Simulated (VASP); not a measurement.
# Si3Cl2 (P6mm) in VASP: single point with PBE

Aim: the single point of Si3Cl2 with PBE.

All numbers are computed with VASP 6.6.1; they aren't measurements. Logs are shortened: lines on timing, memory, paths and dates and some standing lists are left out, and cuts for length are marked.

**1. The cell of the first run**

It takes space group P6mm (No. 183, hexagonal). The conventional cell has a = 5.199 Å, b = 5.199 Å, c = 4.849 Å, α = 90.00°, β = 90.00°, γ = 120.00°. Si (site symmetry 2mm) has 4 Si at 2.60 Å and 4 Cl at 2.71 to 2.99 Å within 3.4 Å. Within 3.6 Å of Cl (site symmetry 3m) lie 6 Si at 2.71 to 2.99 Å and 3 Cl at 3.00 Å.

The cell was built from a structure type or drawn by symmetry, and may not be a known phase.

**2. Single point, PBE**

File INCAR:

```
ALGO = Normal
EDIFF = 1E-6
ENCUT = 500
GGA = PE
GGA_COMPAT = F
ISIF = 2
ISMEAR = 0
LASPH = T
LCHARG = T
LELF = T
LREAL = F
LVHAR = T
LWAVE = F
NBANDS = 21
NELM = 120
PREC = Accurate
SIGMA = 0.2
```

File KPOINTS:

```
k-points
0
Gamma
  4 4 3
```

File POSCAR:

```
Si3Cl2
1.0
    5.1990402934      0.0000000000      0.0000000000
   -2.5995201467      4.5025009694      0.0000000000
    0.0000000000      0.0000000000      4.8490371583
Si Cl
3 2
Direct
    0.5000000000      0.0000000000      0.5738595118
    0.0000000000      0.5000000000      0.5738595118
    0.5000000000      0.5000000000      0.5738595118
    0.3333333333      0.6666666667      0.0398506473
    0.6666666667      0.3333333333      0.0398506473
```

Potentials or basis: VASP PAW PBE potentials, release 64 (Si, Cl).

Run with:

```bash
$ cat potpaw_PBE.64/Si/POTCAR potpaw_PBE.64/Cl/POTCAR > POTCAR
$ mpirun -np 1 vasp_std > vasp.out
```

OUTCAR:

```text
EDIFF = 1E-6
   ENCUT = 500
   GGA = PE
   ISIF = 2
   ISMEAR = 0
   LASPH = T
   LREAL = F
   NELM = 120
   PREC = Accurate

 ion  position               nearest neighbor table
   1  0.500  0.000  0.574-   2 2.60   3 2.60   3 2.60   2 2.60   4 2.71   5 2.71
   2  0.000  0.500  0.574-   3 2.60   3 2.60   1 2.60   1 2.60   4 2.71   5 2.71
   3  0.500  0.500  0.574-   2 2.60   2 2.60   1 2.60   1 2.60   4 2.71   5 2.71
   4  0.333  0.667  0.040-   2 2.71   1 2.71   3 2.71
   5  0.667  0.333  0.040-   2 2.71   1 2.71   3 2.71

  LATTYP: Found a hexagonal cell.
 ALAT       =     5.1990402934
 C/A-ratio  =     0.9326792801

  Lattice vectors:

 A1 = (   5.1990402934,   0.0000000000,   0.0000000000)
 A2 = (  -2.5995201467,   4.5025009694,   0.0000000000)
 A3 = (   0.0000000000,   0.0000000000,   4.8490371583)

Analysis of symmetry for initial positions (statically):
=====================================================================
 Subroutine PRICEL returns:
 Original cell was already a primitive cell.

 Routine SETGRP: Setting up the symmetry group for a
 hexagonal supercell.

 Subroutine GETGRP returns: Found 12 space group operations
 (whereof 12 operations were pure point group operations)
 out of a pool of 24 trial point group operations.

The static configuration has the point symmetry C_6v.

Analysis of symmetry for dynamics (positions and initial velocities):
=====================================================================
 Subroutine PRICEL returns:
 Original cell was already a primitive cell.

 Routine SETGRP: Setting up the symmetry group for a
 hexagonal supercell.

 Subroutine GETGRP returns: Found 12 space group operations
 (whereof 12 operations were pure point group operations)
 out of a pool of 24 trial point group operations.

The dynamic configuration has the point symmetry C_6v.

 Subroutine INISYM returns: Found 12 space group operations
 (whereof 12 operations are pure point group operations),
 and found     1 'primitive' translations

----------------------------------------------------------------------------------------

                                     Primitive cell

  volume of cell :     113.5096

  direct lattice vectors                    reciprocal lattice vectors
     5.199040293  0.000000000  0.000000000     0.192343191  0.111049393  0.000000000
    -2.599520147  4.502500969  0.000000000     0.000000000  0.222098786  0.000000000
     0.000000000  0.000000000  4.849037158     0.000000000  0.000000000  0.206226508

  length of vectors
     5.199040293  5.199040293  4.849037158     0.222098786  0.222098786  0.206226508

  position of ions in fractional coordinates (direct lattice)
     0.500000000  0.000000000  0.573859512
     0.000000000  0.500000000  0.573859512
     0.500000000  0.500000000  0.573859512
     0.333333333  0.666666667  0.039850647
     0.666666667  0.333333333  0.039850647

  ion indices of the primitive-cell ions
   primitive index   ion index
                 1           1
                 2           2
                 3           3
                 4           4
                 5           5

----------------------------------------------------------------------------------------

 KPOINTS: k-points

Automatic generation of k-mesh.
 Grid dimensions read from file:
 generate k-points for:    4    4    3

 Generating k-lattice:

  Cartesian coordinates                     Fractional coordinates (reciprocal lattice)
     0.048085798  0.027762348  0.000000000     0.250000000  0.000000000  0.000000000
     0.000000000  0.055524697  0.000000000     0.000000000  0.250000000  0.000000000
     0.000000000  0.000000000  0.068742169     0.000000000  0.000000000  0.333333333

  Length of vectors
     0.055524697  0.055524697  0.068742169

  Shift w.r.t. Gamma in fractional coordinates (k-lattice)
     0.000000000  0.000000000  0.000000000

 Subroutine IBZKPT returns following result:
 ===========================================

 Found      8 irreducible k-points:

 Following reciprocal coordinates:
            Coordinates               Weight
  0.000000  0.000000  0.000000      1.000000
  0.250000 -0.000000  0.000000      6.000000
  0.500000 -0.000000  0.000000      3.000000
  0.250000  0.250000  0.000000      6.000000
  0.000000  0.000000  0.333333      2.000000
  0.250000 -0.000000  0.333333     12.000000
  0.500000 -0.000000  0.333333      6.000000
  0.250000  0.250000  0.333333     12.000000
   k-points           NKPTS =      8   k-points in BZ     NKDIM =      8   number of bands    NBANDS=     21
   number of dos      NEDOS =    301   number of ions     NIONS =      5
   total plane-waves  NPLWV =  57600
   dimension x,y,z NGX =    40 NGY =   40 NGZ =   36
   dimension x,y,z NGXF=    80 NGYF=   80 NGZF=   72
   ions per type =               3   2
   NGX,Y,Z   is equivalent  to a cutoff of  12.79, 12.79, 12.34 a.u.
   NGXF,Y,Z  is equivalent  to a cutoff of  25.58, 25.58, 24.68 a.u.
 SYSTEM =  unknown system
   PREC   = accura    normal or accurate (medium, high low for compatibility)
   ISTART =      0    job   : 0-new  1-cont  2-samecut
   ICHARG =      2    charge: 1-file 2-atom 10-const
   ISPIN  =      1    spin polarized calculation?
   LNONCOLLINEAR =      F non collinear calculations
   LSORBIT =      F    spin-orbit coupling
   LASPH  =      T    aspherical Exc in radial PAW
   ENCUT  =  500.0 eV  36.75 Ry    6.06 a.u.   9.48  9.48  8.84*2*pi/ulx,y,z
   NELM   =    120;   NELMIN=  2; NELMDL= -5     # of ELM steps
   EDIFF  = 0.1E-05   stopping-criterion for ELM
   LREAL  =      F    real-space projection
   EDIFFG = 0.1E-04   stopping-criterion for IOM
   NSW    =      0    number of steps for IOM
   IBRION =     -1    ionic relax: 0-MD 1-quasi-New 2-CG
   NFREE  =      0    steps in history (QN), initial steepest desc. (CG)
   ISIF   =      2    stress and relaxation
   ISYM   =      2    0-nonsym 1-usesym 2-fastsym
   POTIM  = 0.5000    time-step for ionic-motion
   TEBEG  =    0.0;   TEEND  =   0.0 temperature during run
   PSTRESS=    0.0 pullay stress
   NELECT =      26.0000    total number of electrons
   NUPDOWN=      -1.0000    fix difference up-down
   EMIN   =  10.00;   EMAX   =-10.00  energy-range for DOS
   EFERMI =   0.00;   METHOD = LEGACY
   ISMEAR =     0;   SIGMA  =   0.20  broadening in eV -4-tet -1-fermi 0-gaus
   EFERMI_NEDOS =   21; number of points for ismear=-14 and -15
   IALGO  =     38    algorithm
   IMIX   =      4    mixing-type and parameters
     AMIX     =   0.40;   BMIX     =  1.00
     AMIX_MAG =   1.60;   BMIX_MAG =  1.00
  volume/ion in A,a.u.               =      22.70       153.20
  Fermi-wavevector in a.u.,A,eV,Ry     =   1.001663  1.892869 13.651126  1.003329
  Thomas-Fermi vector in A             =   2.134100
   LORBIT       =      0    0 simple, 1 ext, 2 COOP (PROOUT), +10 PAW based schemes
   GGA     = PE    functional components
   LHFCALC =     F    Hartree Fock is set to
   AEXX    =    0.0000 exact exchange contribution
   IVDW    =     0    specifies the selected vdW correction
   LEPSILON=     F    determine dielectric tensor
   LRPA    =     F    only Hartree local field effects (RPA)
 non-spin polarized calculation
 Gauss-broadening in eV      SIGMA  =   0.20
  energy-cutoff  :      500.00
  volume of cell :      113.51
 maximum number of plane-waves:      2916
 NGX is ok and might be reduce to    40
   NGX = 19   NGY = 19   NGZ = 17

 number of electron      25.9999998 magnetization

 Free energy of the ion-electron system (eV)
  ---------------------------------------------------
  ext. energy  EPLUGINS =         0.00000000
  ---------------------------------------------------
  free energy    TOTEN  =       -18.47176758 eV

  energy without entropy =      -18.44166062  energy(sigma->0) =      -18.45671410

 E-fermi :   4.1453     XC(G=0):  -8.7935

 val. band max:        4.0832917038   @ k =   0.2500   0.2500   0.0000
 cond. band min:       4.2168822451   @ k =   0.2500  -0.0000   0.0000
 fundamental gap:      0.1335905413
 Fermi energy:         4.1452793993

 k-point     1 :       0.0000    0.0000    0.0000
  band No.  band energies     occupation
      1     -12.3927      2.00000
      2     -10.9587      2.00000
      3      -5.4515      2.00000
      4      -2.3463      2.00000
      5      -2.0234      2.00000
      6      -2.0234      2.00000
[... 13 lines left out ...]
     20      10.7107      0.00000
     21      11.7078      0.00000

 k-point     2 :       0.2500   -0.0000    0.0000
  band No.  band energies     occupation
      1     -12.2339      2.00000
      2     -11.1725      2.00000
      3      -5.1421      2.00000
      4      -2.7504      2.00000
      5      -2.2906      2.00000
      6      -2.1181      2.00000
[... 13 lines left out ...]
     20      10.0665      0.00000
     21      11.1057      0.00000

 k-point     3 :       0.5000   -0.0000    0.0000
  band No.  band energies     occupation
      1     -11.9640      2.00000
      2     -11.4959      2.00000
      3      -4.5305      2.00000
      4      -3.7304      2.00000
      5      -2.5002      2.00000
      6      -1.7127      2.00000
[... 13 lines left out ...]
     20      11.2388      0.00000
     21      11.5384      0.00000

 k-point     4 :       0.2500    0.2500    0.0000
  band No.  band energies     occupation
      1     -11.9652      2.00000
      2     -11.4943      2.00000
      3      -4.5793      2.00000
      4      -3.5436      2.00000
      5      -2.7650      2.00000
      6      -1.7201      2.00000
[... 13 lines left out ...]
     20      10.1170      0.00000
     21      10.9354      0.00000

 k-point     5 :       0.0000    0.0000    0.3333
  band No.  band energies     occupation
      1     -12.2660      2.00000
      2     -10.9145      2.00000
      3      -6.5961      2.00000
      4      -2.2130      2.00000
      5      -1.5412      2.00000
      6      -1.5412      2.00000
[... 13 lines left out ...]
     20      11.1170      0.00000
     21      11.1689      0.00000

 k-point     6 :       0.2500   -0.0000    0.3333
  band No.  band energies     occupation
      1     -12.1163      2.00000
      2     -11.1155      2.00000
      3      -6.2677      2.00000
      4      -3.4586      2.00000
      5      -1.7867      2.00000
      6      -1.1096      2.00000
[... 13 lines left out ...]
     20       9.6366      0.00000
     21      10.9459      0.00000

 k-point     7 :       0.5000   -0.0000    0.3333
  band No.  band energies     occupation
      1     -11.8620      2.00000
      2     -11.4197      2.00000
      3      -5.6454      2.00000
      4      -4.5950      2.00000
      5      -1.9850      2.00000
      6      -0.9624      2.00000
[... 13 lines left out ...]
     20       9.5337      0.00000
     21      12.0505      0.00000

 k-point     8 :       0.2500    0.2500    0.3333
  band No.  band energies     occupation
      1     -11.8629      2.00000
      2     -11.4186      2.00000
      3      -5.6730      2.00000
      4      -4.5090      2.00000
      5      -2.2480      2.00000
      6      -0.5387      2.00000
[... 13 lines left out ...]
     20       9.7903      0.00000
     21       9.9336      0.00000

------------------------ aborting loop because EDIFF is reached ----------------------------------------

  FORCE on cell =-STRESS in cart. coord.  units (eV):
  Direction    XX          YY          ZZ          XY          YZ          ZX
  --------------------------------------------------------------------------------------
  -------------------------------------------------------------------------------------
  Total        0.1559576      0.1559576     -0.1145734     -0.0000000      0.0000000      0.0000000
  in kB        2.2013275      2.2013275     -1.6171931     -0.0000000      0.0000000      0.0000000
  external PRESSURE =       0.9284873 kB  Pullay stress =       0.0000000 kB

 VOLUME and BASIS-vectors are now :
 -----------------------------------------------------------------------------
  energy-cutoff  :      500.00
  volume of cell :      113.51
      direct lattice vectors                 reciprocal lattice vectors
     5.199040293  0.000000000  0.000000000     0.192343191  0.111049393  0.000000000
    -2.599520147  4.502500969  0.000000000     0.000000000  0.222098786  0.000000000
     0.000000000  0.000000000  4.849037158     0.000000000  0.000000000  0.206226508

 POSITION                                       TOTAL-FORCE (eV/Angst)
 -----------------------------------------------------------------------------------
      2.59952      0.00000      2.78267         0.000000      0.000000     -0.025340
     -1.29976      2.25125      2.78267         0.000000     -0.000000     -0.025340
      1.29976      2.25125      2.78267         0.000000     -0.000000     -0.025340
     -0.00000      3.00167      0.19324         0.000000      0.000000      0.038011
      2.59952      1.50083      0.19324        -0.000000     -0.000000      0.038011
 -----------------------------------------------------------------------------------
    total drift:                                0.000000      0.000000     -0.000003

  FREE ENERGIE OF THE ION-ELECTRON SYSTEM (eV)
  ---------------------------------------------------
  free  energy   TOTEN  =       -18.4717675811 eV

  energy  without entropy=      -18.4416606241  energy(sigma->0) =      -18.45671410
```

Run time: 20 s. Hardware: 1 thread of Intel Xeon Platinum 8488C (Sapphire Rapids), shared host; peak memory 0.22 GiB.

Results:

- Free energy: -18.4718 eV
- Pressure: 0.1 GPa
- Largest force: 0.038 eV/Å
- Band gap on the k mesh: zero (bands 13 and 14 overlap by 2.75 eV)

Forces in eV/Å, atoms in the order of the input:
```
Si   0.000  0.000 -0.025
Si   0.000  0.000 -0.025
Si   0.000  0.000 -0.025
Cl   0.000  0.000  0.038
Cl   0.000  0.000  0.038
```

Stress tensor (GPa, compression positive):
```
 0.22  0.00  0.00
 0.00  0.22  0.00
 0.00  0.00 -0.16
```

Levels at points of the mesh, in eV from the Fermi level:
```csv
k point,band 9,band 10,band 11,band 12,band 13,band 14,band 15,band 16,band 17,band 18
"(0.00, 0.00, 0.00)",-3.38,-3.38,-2.12,-2.12,-0.62,-0.62,1.78,1.78,2.68,3.61
"(0.50, 0.00, 0.00)",-3.06,-2.74,-2.26,-2.04,1.41,2.07,2.13,2.27,2.52,2.80
```

Caveat: the k points lie up to 0.43 Å⁻¹ apart, too coarse for converged energies and pressures of a metal.
